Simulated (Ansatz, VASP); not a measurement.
## Two plane-wave programs on Br

```
CELL_PARAMETERS angstrom
3.64772 0.00000 0.00000
-1.82386 3.15901 0.00000
0.00000 0.00000 11.76460
ATOMIC_POSITIONS crystal
Br 0.00000 0.00000 0.00000
Br 0.00000 0.00000 0.50000
Br 0.33333 0.66667 0.75000
Br 0.66667 0.33333 0.25000
```

Alike in both runs: task relaxation of cell and atoms; functional PBEsol; k mesh 6 × 6 × 2; occupations gaussian, width 0.1 eV; no spin polarisation.

|  | VASP | Ansatz |
| --- | --- | --- |
| version | VASP 6.6.1 | Ansatz 0.2.0 |
| potentials or method | VASP PAW PBE potentials, release 64 (Br), cutoff 600 eV | scalar-relativistic, plane waves, PAW |
| valence electrons in the cell | 28 | 28 |

Ansatz gave:

| Item | Value |
| --- | --- |
| gap on the k mesh at the Fermi level, each at its own relaxed structure (eV) | none |
| relaxed volume (Å³/atom) | 26.12 |
| relaxed cell length with the largest relative difference (Å) | 3.804 |

**Question.** Which values does VASP return?

**Answer.** gap on the k mesh at the Fermi level, each at its own relaxed structure (eV): none; relaxed volume (Å³/atom): 26.42; relaxed cell length with the largest relative difference (Å): 3.844.

VASP's potentials were made for PBE, not for PBEsol. A gap of «none» marks a metal or a gap that the smearing closes.

Noted on VASP's run: the volume moved by over 15 % at a fixed basis, so the end points are rough.
